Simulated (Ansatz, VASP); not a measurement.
**SiC: VASP beside Ansatz**

```xyz
8
Lattice="3.0757 0.0000 0.0000 -1.5378 2.6636 0.0000 0.0000 0.0000 10.0706" Properties=species:S:1:pos:R:3 pbc="T T T"
Si    1.6174    0.8083    9.4447
Si    0.0000    1.7758    4.4094
Si    0.0000    0.0000    6.9275
Si    0.0000    0.0000    1.8922
C     1.5378    0.8879    7.5510
C     0.0000    1.7758    2.5157
C     0.0000    0.0000    5.0400
C     0.0000    0.0000    0.0046
```

Alike in both runs: task single point; functional PBE; k mesh 12 × 12 × 4; occupations gaussian, width 0.05 eV; no spin polarisation.

|  | VASP | Ansatz |
| --- | --- | --- |
| version | VASP 6.6.1 | Ansatz 0.2.0 |
| potentials or method | VASP PAW PBE potentials, release 64 (Si, C), cutoff 520 eV | scalar-relativistic, plane waves, PAW |
| valence electrons in the cell | 32 | 32 |

VASP gave:

- gap on the k mesh at the Fermi level (eV): 2.04
- least direct gap on the mesh (eV): 3.27
- pressure (GPa): 4.3
- traceless stress, the component that is largest in VASP (GPa): -1.44
- rms of the force components (eV/Å): 0.691

Task: Which values does Ansatz return?

Result: gap on the k mesh at the Fermi level (eV): 2.04; least direct gap on the mesh (eV): 3.27; pressure (GPa): 4.4; traceless stress, the component that is largest in VASP (GPa): -1.44; rms of the force components (eV/Å): 0.692.

Atom by atom the forces differ by 0.001 eV/Å (rms over components).
